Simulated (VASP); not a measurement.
# Ca (Cmcm) in VASP: notebook

The runs below take Ca through single point, with PBEsol.

All numbers are computed with VASP 6.6.1; they aren't measurements. Logs are shortened: lines on timing, memory, paths and dates and some standing lists are left out, and cuts for length are marked.

## (1) The cell of the first run

It takes space group Cmcm (No. 63, orthorhombic). The conventional cell has a = 3.943 Å, b = 6.791 Å, c = 6.509 Å, α = 90.00°, β = 90.00°, γ = 90.00°. Within 5.2 Å of Ca (site symmetry m2m) lie 12 Ca at 3.93 to 3.98 Å.

## (2) Single point, PBEsol

Input file INCAR:

```
SYSTEM = Ca
PREC     = Accurate       ! precision mode
ENCUT    = 520            ! plane-wave cutoff, eV
EDIFF    = 1E-7           ! SCF threshold, eV
ISMEAR   = 0              ! smearing method
SIGMA    = 0.15           ! smearing width, eV
LREAL    = .FALSE.        ! projectors in reciprocal space
LASPH    = .TRUE.         ! aspherical terms in the spheres
NELM     = 100            ! most SCF steps
ALGO     = Normal         ! electronic algorithm
ISIF     = 2              ! what is computed and relaxed
LWAVE    = .FALSE.        ! write WAVECAR
LCHARG   = .FALSE.        ! write CHGCAR
GGA      = PS             ! functional
NBANDS   = 17             ! bands
```

Input file KPOINTS:

```
Automatic mesh
0
G
  14 14 8
  0 0 0
```

Input file POSCAR:

```
Ca
1.0
    1.9712759950     -3.3954901800      0.0000000000
    1.9712759950      3.3954901800      0.0000000000
    0.0000000000      0.0000000000      6.5091117400
Ca
2
Direct
    0.8355866000      0.1644134000      0.2500000000
    0.1644134000      0.8355866000      0.7500000000
```

Potentials or basis: VASP PAW PBE potentials, release 64 (Ca_sv).

Run with:

```console
$ cat potpaw_PBE.64/Ca_sv/POTCAR > POTCAR
$ mpirun -np 1 vasp_std > vasp.out
```

OUTCAR:

```text
SYSTEM = Ca
   PREC = Accurate
   ENCUT = 520
   EDIFF = 1E-7
   ISMEAR = 0
   LREAL = .FALSE.
   LASPH = .TRUE.
   NELM = 100
   ISIF = 2
   GGA = PS

 ion  position               nearest neighbor table
   1  0.836  0.164  0.250-
   2  0.164  0.836  0.750-

  LATTYP: Found a base centered orthorhombic cell.
 ALAT       =     3.9425519900
 B/A-ratio  =     1.7224834009
 C/A-ratio  =     1.6509894496

  Lattice vectors:

 A1 = (   1.9712759950,  -3.3954901800,   0.0000000000)
 A2 = (   1.9712759950,   3.3954901800,   0.0000000000)
 A3 = (   0.0000000000,   0.0000000000,   6.5091117400)

Analysis of symmetry for initial positions (statically):
=====================================================================
 Subroutine PRICEL returns:
 Original cell was already a primitive cell.

 Routine SETGRP: Setting up the symmetry group for a
 base centered orthorhombic supercell.

 Subroutine GETGRP returns: Found  8 space group operations
 (whereof  4 operations were pure point group operations)
 out of a pool of  8 trial point group operations.

The static configuration has the point symmetry C_2h.
 The point group associated with its full space group is D_2h.

Analysis of symmetry for dynamics (positions and initial velocities):
=====================================================================
 Subroutine PRICEL returns:
 Original cell was already a primitive cell.

 Routine SETGRP: Setting up the symmetry group for a
 base centered orthorhombic supercell.

 Subroutine GETGRP returns: Found  8 space group operations
 (whereof  4 operations were pure point group operations)
 out of a pool of  8 trial point group operations.

The dynamic configuration has the point symmetry C_2h.
 The point group associated with its full space group is D_2h.

 Subroutine INISYM returns: Found  8 space group operations
 (whereof  4 operations are pure point group operations),
 and found     1 'primitive' translations

----------------------------------------------------------------------------------------

                                     Primitive cell

  volume of cell :      87.1368

  direct lattice vectors                    reciprocal lattice vectors
     1.971275995 -3.395490180  0.000000000     0.253642819 -0.147254144  0.000000000
[... 77 lines left out ...]
   PREC   = accura    normal or accurate (medium, high low for compatibility)
   ISTART =      0    job   : 0-new  1-cont  2-samecut
   ICHARG =      2    charge: 1-file 2-atom 10-const
   ISPIN  =      1    spin polarized calculation?
   LNONCOLLINEAR =      F non collinear calculations
   LSORBIT =      F    spin-orbit coupling
   LASPH  =      T    aspherical Exc in radial PAW
   ENCUT  =  520.0 eV  38.22 Ry    6.18 a.u.   7.30  7.30 12.10*2*pi/ulx,y,z
   NELM   =    100;   NELMIN=  2; NELMDL= -5     # of ELM steps
   EDIFF  = 0.1E-06   stopping-criterion for ELM
   LREAL  =      F    real-space projection
   EDIFFG = 0.1E-05   stopping-criterion for IOM
   NSW    =      0    number of steps for IOM
   IBRION =     -1    ionic relax: 0-MD 1-quasi-New 2-CG
   NFREE  =      0    steps in history (QN), initial steepest desc. (CG)
   ISIF   =      2    stress and relaxation
   ISYM   =      2    0-nonsym 1-usesym 2-fastsym
   POTIM  = 0.5000    time-step for ionic-motion
   TEBEG  =    0.0;   TEEND  =   0.0 temperature during run
   PSTRESS=    0.0 pullay stress
   NELECT =      20.0000    total number of electrons
   NUPDOWN=      -1.0000    fix difference up-down
   EMIN   =  10.00;   EMAX   =-10.00  energy-range for DOS
   EFERMI =   0.00;   METHOD = LEGACY
   ISMEAR =     0;   SIGMA  =   0.15  broadening in eV -4-tet -1-fermi 0-gaus
   EFERMI_NEDOS =   21; number of points for ismear=-14 and -15
   IALGO  =     38    algorithm
   IMIX   =      4    mixing-type and parameters
     AMIX     =   0.40;   BMIX     =  1.00
     AMIX_MAG =   1.60;   BMIX_MAG =  1.00
  volume/ion in A,a.u.               =      43.57       294.01
  Fermi-wavevector in a.u.,A,eV,Ry     =   1.002346  1.894159 13.669737  1.004697
  Thomas-Fermi vector in A             =   2.134827
   LORBIT       =      0    0 simple, 1 ext, 2 COOP (PROOUT), +10 PAW based schemes
   GGA     = PS    functional components
   LHFCALC =     F    Hartree Fock is set to
   AEXX    =    0.0000 exact exchange contribution
   IVDW    =     0    specifies the selected vdW correction
   LEPSILON=     F    determine dielectric tensor
   LRPA    =     F    only Hartree local field effects (RPA)
 non-spin polarized calculation
 Gauss-broadening in eV      SIGMA  =   0.15
  energy-cutoff  :      520.00
  volume of cell :       87.14
 maximum number of plane-waves:      2380
 NGX is ok and might be reduce to    30
   NGX = 15   NGY = 15   NGZ = 25

 number of electron      20.0000001 magnetization

 Free energy of the ion-electron system (eV)
  ---------------------------------------------------
  ext. energy  EPLUGINS =         0.00000000
  ---------------------------------------------------
  free energy    TOTEN  =        -4.25491496 eV

  energy without entropy =       -4.22907500  energy(sigma->0) =       -4.24199498

 E-fermi :   1.8214     XC(G=0):  -7.7091

 val. band max:        1.8120567297   @ k =  -0.3571   0.2857   0.0000
 cond. band min:       1.8346938878   @ k =   0.0000   0.0000   0.1250
 fundamental gap:      0.0226371581
 Fermi energy:         1.8214269679

 k-point     1 :       0.0000    0.0000    0.0000
  band No.  band energies     occupation
      1     -40.1398      2.00000
      2     -40.1285      2.00000
      3     -21.2514      2.00000
      4     -21.1548      2.00000
      5     -21.1529      2.00000
      6     -21.1378      2.00000
[... 457 lines left out ...]
      4     -21.2180      2.00000
      5     -21.2088      2.00000
      6     -21.1855      2.00000
[... 9 lines left out ...]
     16       4.9383      0.00000
     17       5.3803      0.00000

 [... further k-points ...]
[... 5 lines left out ...]
  --------------------------------------------------------------------------------------
  -------------------------------------------------------------------------------------
  Total       -0.6037723     -0.4832281     -0.6466312      0.0000000     -0.0000000      0.0000000
  in kB      -11.1015121     -8.8850763    -11.8895559      0.0000000     -0.0000000      0.0000000
  external PRESSURE =     -10.6253814 kB  Pullay stress =       0.0000000 kB

 VOLUME and BASIS-vectors are now :
 -----------------------------------------------------------------------------
  energy-cutoff  :      520.00
  volume of cell :       87.14
      direct lattice vectors                 reciprocal lattice vectors
     1.971275995 -3.395490180  0.000000000     0.253642819 -0.147254144  0.000000000
     1.971275995  3.395490180  0.000000000     0.253642819  0.147254144  0.000000000
     0.000000000  0.000000000  6.509111740     0.000000000  0.000000000  0.153630793

 POSITION                                       TOTAL-FORCE (eV/Angst)
 -----------------------------------------------------------------------------------
      1.97128     -2.27896      1.62728         0.000000      0.015429     -0.000000
      1.97128      2.27896      4.88183         0.000000     -0.015429      0.000000
 -----------------------------------------------------------------------------------
    total drift:                                0.000000     -0.000000      0.000000

  FREE ENERGIE OF THE ION-ELECTRON SYSTEM (eV)
  ---------------------------------------------------
  free  energy   TOTEN  =        -4.2549149570 eV

  energy  without entropy=       -4.2290750031  energy(sigma->0) =       -4.24199498
```

stdout:

```text
POSCAR found type information on POSCAR Ca
 POSCAR found :  1 types and       2 ions
 scaLAPACK will be used
 -----------------------------------------------------------------------------
|                                                                             |
|                                                                             |
|     You enforced a specific xc type in the INCAR file but a different       |
|     I HOPE YOU KNOW WHAT YOU ARE DOING!                                     |
|                                                                             |
 -----------------------------------------------------------------------------

 LDA part: xc-table for (Slater+PW92), standard interpolation
 POSCAR, INCAR and KPOINTS ok, starting setup
 FFT: planning ... GRIDC
 FFT: planning ... GRID_SOFT
 FFT: planning ... GRID
 WAVECAR not read
 entering main loop
```

Wall time 7.4 min (1 thread of Intel Xeon Platinum 8259CL at 2.50GHz (Skylake/Cascade Lake), shared host); peak memory 0.46 GiB.

Results:

```
Free energy            : -4.2549 eV
Pressure               : -1.1 GPa
Largest force          : 0.015 eV/Å
Band gap on the k mesh : zero (band 10 reaches 2.02 eV, above the bottom of band 11 at 1.54 eV)
```

Forces on the atoms (eV/Å):
```
Ca   0.000  0.015  0.000
Ca   0.000 -0.015  0.000
```

Caveat: the PAW data sets were made with another functional, which shifts forces and pressure a little.

## (3) Single point, PBEsol

Changes to INCAR since step 2:

```diff
@@ -3,3 +3,3 @@
 ENCUT    = 520            ! plane-wave cutoff, eV
-EDIFF    = 1E-7           ! SCF threshold, eV
+EDIFF    = 1E-6           ! SCF threshold, eV
 ISMEAR   = 0              ! smearing method
```

Input file KPOINTS:

```
Automatic mesh
0
G
  16 16 8
  0 0 0
```

POSCAR is that of step 2.

Potentials or basis: VASP PAW PBE potentials, release 64 (Ca_sv).

Run with:

```console
$ cat potpaw_PBE.64/Ca_sv/POTCAR > POTCAR
$ mpirun -np 1 vasp_std > vasp.out
```

Wall time 8.2 min (1 thread of Intel Xeon Platinum 8259CL at 2.50GHz (Skylake/Cascade Lake), shared host); peak memory 0.54 GiB.

The run converged. Its results:

```yaml
Free_energy: -4.2545 eV
Pressure: -1.1 GPa
Largest_force: 0.015 eV/Å
Band_gap_on_the_k_mesh: zero (band 10 reaches 2.09 eV, above the bottom of band 11 at 1.54 eV)
```

Forces in eV/Å, atoms in the order of the input:
```
Ca   0.000  0.015  0.000
Ca   0.000 -0.015  0.000
```

Stress tensor (GPa, compression positive):
```
-1.11  0.00  0.00
 0.00 -0.90  0.00
 0.00  0.00 -1.19
```

Levels at points of the mesh, in eV from the Fermi level:
| k point | band 8 | band 9 | band 10 | band 11 | band 12 | band 13 |
| --- | --- | --- | --- | --- | --- | --- |
| (0.00, 0.00, 0.00) | -22.95 | -4.03 | -1.10 | -0.29 | 2.16 | 2.21 |
| (0.50, 0.00, 0.00) | -22.98 | -1.14 | -0.71 | 0.20 | 0.36 | 1.32 |
| (0.50, 0.50, 0.00) | -22.98 | -1.10 | -0.70 | 0.23 | 0.38 | 1.28 |
| (0.00, 0.00, 0.50) | -22.97 | -3.06 | -3.06 | 1.31 | 1.31 | 2.20 |
| (0.50, 0.00, 0.50) | -22.99 | -0.70 | -0.70 | 0.05 | 0.05 | 1.40 |
| (0.50, 0.50, 0.50) | -22.99 | -0.69 | -0.69 | 0.09 | 0.09 | 1.38 |

Caveat: the PAW data sets were made with another functional, which shifts forces and pressure a little.
